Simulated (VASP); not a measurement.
In3Sb: density of states with PBEsol

Crystal: In3Sb.

```
CELL_PARAMETERS angstrom
4.72366 0.00000 0.00000
0.00000 4.72366 0.00000
0.00000 0.00000 4.72366
ATOMIC_POSITIONS crystal
In 0.50000 0.50000 0.00000
In 0.50000 0.00000 0.50000
In 0.00000 0.50000 0.50000
Sb 0.00000 0.00000 0.00000
```

```yaml
Program: VASP 6.6.1
Task: density of states
Functional: PBEsol
Potentials_or_basis: VASP PAW PBE potentials, release 64 (In_d, Sb)
Cutoff: 400 eV
k_mesh: 10 × 10 × 10
Occupations: gaussian, width 0.1 eV
Spin: no spin polarisation
Dipole_correction: no
k_mesh_for_the_DOS: 15 × 15 × 15
Occupations_for_the_DOS: tetrahedron
Further_INCAR_settings: ALGO = Normal; EDIFF = 1e-06
```

* Valence electrons inside the program's atomic spheres: In 11.33; Sb 2.38

Levels at points of the mesh, in eV from the Fermi level:
| k point | band 18 | band 19 | band 20 | band 21 | band 22 | band 23 | band 24 | band 25 | band 26 |
| --- | --- | --- | --- | --- | --- | --- | --- | --- | --- |
| (0.00, 0.00, 0.00) | -3.03 | -3.03 | -3.03 | -2.22 | -2.22 | 2.43 | 2.43 | 2.43 | 4.00 |

Wall time 3.6 min on 1 thread of Intel Xeon 8259CL (shared host), peak memory 0.32 GiB.

Caveat: spin-orbit coupling is left out, which moves the levels of the heavy elements.
